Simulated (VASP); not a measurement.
Crystal: TaN.

```xyz
2
Lattice="0.0000 2.2113 2.2113 2.2113 0.0000 2.2113 2.2113 2.2113 0.0000" Properties=species:S:1:pos:R:3 pbc="T T T"
Ta    2.2113    2.2113    2.2113
N     0.0000    0.0000    0.0000
```

Base run:

* Program: VASP 6.6.1
* Functional: r2SCAN
* Potentials or basis: VASP PAW PBE potentials, release 64 (Ta_sv_GW, N_h)
* Cutoff: 1460 eV
* k mesh: 10 × 10 × 10
* Occupations: fermi-dirac, width 0.05 eV
* Spin: no spin polarisation
* Hubbard terms: Ta d U = 8.0 eV

Its results: band gap on the k mesh zero (bands 9 and 10 overlap by 3.95 eV); pressure 18.6 GPa.

Question: The run is repeated on the same cell with these changes: hubbard terms from Ta d U = 8.0 eV to Ta d U = 1.0 eV. What comes out?

Answer: Band gap on the k mesh zero (bands 9 and 10 overlap by 4.00 eV); pressure -3.6 GPa.

Caveats: the PAW data sets were made with another functional, which shifts forces and pressure a little; spin-orbit coupling is left out, which moves the levels of the heavy elements; U without spin polarisation on a metal has little footing; the cell stands under pressure (at least some runs); the cell stands under tension (at least some runs).
